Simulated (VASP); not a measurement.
# BaS: single point with PBE0

BaS:

```
Ba S
1.0
     0.00000    3.17231    3.17231
     3.17231    0.00000    3.17231
     3.17231    3.17231    0.00000
Ba S
1 1
Direct
  0.00000 0.00000 0.00000
  0.50000 0.50000 0.50000
```

```
Program             : VASP 6.6.1
Task                : single point
Functional          : PBE0
Potentials or basis : VASP PAW PBE potentials, release 64 (Ba_sv, S)
Cutoff              : 520 eV
k mesh              : 4 × 4 × 4
Occupations         : fermi-dirac, width 0.05 eV
Spin                : no spin polarisation
```

| Item | Value |
| --- | --- |
| Pressure | 1.9 GPa |
| Band gap on the k mesh | 3.70 eV (least direct gap 3.85 eV) |

Levels at points of the mesh, in eV from the valence-band top:
| k point | band 5 | band 6 | band 7 | band 8 | band 9 | band 10 | band 11 | band 12 |
| --- | --- | --- | --- | --- | --- | --- | --- | --- |
| (0.00, 0.00, 0.00) | -11.52 | 0.00 | 0.00 | 0.00 | 5.39 | 5.66 | 5.66 | 5.66 |
| (0.50, 0.00, 0.00) | -9.84 | -2.16 | -1.22 | -1.22 | 7.43 | 7.53 | 8.40 | 8.40 |
| (0.50, 0.50, 0.00) | -11.41 | -0.59 | -0.15 | -0.15 | 3.70 | 7.91 | 8.07 | 9.70 |

Wall time 8.8 min on 1 thread of AMD EPYC 7R13 Processor (Zen 3) (shared host), peak memory 0.19 GiB.

Caveat: the k points lie up to 0.43 Å⁻¹ apart; the PAW data sets were made with another functional, which shifts forces and pressure a little; spin-orbit coupling is left out, which moves the levels of the heavy elements. A k mesh can miss the band edges.
